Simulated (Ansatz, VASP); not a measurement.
## Two plane-wave programs on MgS

File POSCAR:

```
MgS
1.0
    0.0000000000      2.5841887356      2.5841887356
    2.5841887356      0.0000000000      2.5841887356
    2.5841887356      2.5841887356      0.0000000000
S Mg
1 1
Direct
    0.5000000000      0.5000000000      0.5000000000
    0.0000000000      0.0000000000      0.0000000000
```

The input INCAR.step1:

```
SYSTEM = MgS
PREC     = Accurate       ! precision mode
ENCUT    = 520            ! plane-wave cutoff, eV
EDIFF    = 1E-5           ! SCF threshold, eV
ISMEAR   = -1             ! smearing method
SIGMA    = 0.05           ! smearing width, eV
LREAL    = .FALSE.        ! projectors in reciprocal space
LASPH    = .TRUE.         ! aspherical terms in the spheres
NELM     = 80             ! most SCF steps
ALGO     = Normal         ! electronic algorithm
ISIF     = 2              ! what is computed and relaxed
LWAVE    = .TRUE.         ! write WAVECAR
LCHARG   = .FALSE.        ! write CHGCAR
GGA      = PE             ! functional
NBANDS   = 11             ! bands
```

File INCAR.step2:

```
SYSTEM = MgS
PREC     = Accurate       ! precision mode
ENCUT    = 520            ! plane-wave cutoff, eV
EDIFF    = 1E-7           ! SCF threshold, eV
ISMEAR   = -1             ! smearing method
SIGMA    = 0.05           ! smearing width, eV
LREAL    = .FALSE.        ! projectors in reciprocal space
LASPH    = .TRUE.         ! aspherical terms in the spheres
NELM     = 80             ! most SCF steps
ALGO     = Normal         ! electronic algorithm
ISIF     = 2              ! what is computed and relaxed
LWAVE    = .FALSE.        ! write WAVECAR
LCHARG   = .FALSE.        ! write CHGCAR
GGA      = PE             ! functional
LHFCALC  = .TRUE.         ! exact exchange
AEXX     = 0.25           ! exact-exchange fraction
PRECFOCK = Normal       
ISTART   = 1            
NBANDS   = 11             ! bands
```

File KPOINTS:

```
regular mesh
0
G
  6 6 6
  0 0 0
```

input

```
crystal:
  lattice:
    - [0.0, 2.5841887356, 2.5841887356]
    - [2.5841887356, 0.0, 2.5841887356]
    - [2.5841887356, 2.5841887356, 0.0]
  atoms:
    - { symbol: S, position: [0.5, 0.5, 0.5] }
    - { symbol: Mg, position: [0.0, 0.0, 0.0] }
hamiltonian:
  xc: pbe0
  pseudopotentials: { kind: paw }
kpoints:
  mp_grid: { grid: [6, 6, 6] }
scf:
  occupations: { method: fermi_dirac, width: 0.05 }
output:
  forces: true
  stress: true
  eigenvalues: true
  write_density: true
  write_potential: true
  elf: true
  volumetric_format: npy
```

Alike in both runs: task single point; functional PBE0; k mesh 6 × 6 × 6; occupations fermi-dirac, width 0.05 eV; no spin polarisation.

|  | VASP | Ansatz |
| --- | --- | --- |
| version | VASP 6.6.1 | Ansatz 0.2.0 |
| potentials or method | VASP PAW PBE potentials, release 64 (S, Mg) | Ansatz PAW |
| plane-wave cutoff (eV) | 520 | 420 |
| valence electrons in the cell | 8 | 16 |

|  | VASP | Ansatz | Ansatz less VASP |
| --- | --- | --- | --- |
| gap on the k mesh at the Fermi level (eV) | 4.54 | 4.58 | +0.038 |
| least direct gap on the mesh (eV) | 5.69 | 5.70 | +0.013 |
| pressure (GPa) | 0.9 | 1.3 | +0.37 |

VASP's potentials hold 8 valence electrons a cell and Ansatz's 16, so a difference there can come from the potentials and not from the codes.
